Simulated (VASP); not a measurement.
A run of VASP 6.6.1:

The input POSCAR:

```
BN
1.0
    2.5539396017      0.0000000000      0.0000000000
   -1.2769698009      2.2117765748      0.0000000000
    0.0000000000      0.0000000000      4.2268550000
B N
2 2
Direct
    0.6666666667      0.3333333333      0.9997240000
    0.3333333333      0.6666666667      0.4997240000
    0.5785674807      0.3333333333      0.6785070666
    0.3333333333      0.6666666667      0.1252760000
```

The input INCAR.step1:

```
SYSTEM = BN
  PREC = Accurate
  ENCUT = 520
  ISMEAR = 0
  SIGMA = 0.05
  LREAL = .FALSE.
  LASPH = .TRUE.
  NELM = 80
  NBANDS = 16
  GGA = PE
  ALGO = Normal
  EDIFF = 1E-4
  LWAVE = .TRUE.
  LCHARG = .FALSE.
```

The input INCAR.step2:

```
SYSTEM = BN
  PREC = Accurate
  ENCUT = 520
  EDIFF = 1E-6
  ISMEAR = 0
  SIGMA = 0.05
  LREAL = .FALSE.
  LASPH = .TRUE.
  NELM = 80
  ALGO = Normal
  ISIF = 2
  LWAVE = .FALSE.
  LCHARG = .FALSE.
  METAGGA = R2SCAN
  LMIXTAU = .TRUE.
  NBANDS = 16
  ISTART = 1
```

Contents of KPOINTS:

```
Automatic mesh
0
G
  12 12 6
  0 0 0
```

Potentials or basis: VASP PAW PBE potentials, release 64 (B, N).

Command:

```console
$ cat potpaw_PBE.64/B/POTCAR potpaw_PBE.64/N/POTCAR > POTCAR
$ cp INCAR.step1 INCAR
$ mpirun -np 1 vasp_std > vasp.out
$ cp INCAR.step2 INCAR
$ mpirun -np 1 vasp_std > vasp.out
```

Hardware: 1 thread of Intel(R) Xeon(R) 6975P-C (Granite Rapids), with other jobs on the host.

Question: How long does it take, and how much memory?

Answer: Run time: 3.6 min on 1 thread of Intel(R) Xeon(R) 6975P-C (Granite Rapids), on a shared host, peak memory 0.24 GiB. Counts: k points 436.
